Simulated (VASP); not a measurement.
Input of a VASP 6.6.1 run:

File INCAR:

```
PREC     = Accurate       # precision mode
ENCUT    = 520            # plane-wave cutoff, eV
EDIFF    = 1E-7           # SCF threshold, eV
ISMEAR   = 1              # smearing method
SIGMA    = 0.1            # smearing width, eV
LREAL    = F              # projectors in reciprocal space
LASPH    = T              # aspherical terms in the spheres
NELM     = 80             # most SCF steps
ALGO     = Normal         # electronic algorithm
ISIF     = 2              # what is computed and relaxed
LWAVE    = F              # write WAVECAR
LCHARG   = T              # write CHGCAR
GGA      = PE             # functional
LELF     = T              # ELF
LVHAR    = T            
NBANDS   = 10             # bands
```

Contents of KPOINTS:

```
regular mesh
0
Gamma
  19 19 19
```

POSCAR

```
Ir
1.0
    2.4693673680      0.0000000000      0.0000000000
    0.0000000000      2.4693673680      0.0000000000
    0.0000000000      0.0000000000      2.4693673680
Ir
1
Direct
    0.0000000000      0.0000000000      0.0000000000
```

Potentials or basis: VASP PAW PBE potentials, release 64 (Ir).

The run is started by

```bash
$ cat potpaw_PBE.64/Ir/POTCAR > POTCAR
$ mpirun -np 1 vasp_std > vasp.out
```

Question: Predict the pressure.

Answer: 40.4 GPa.
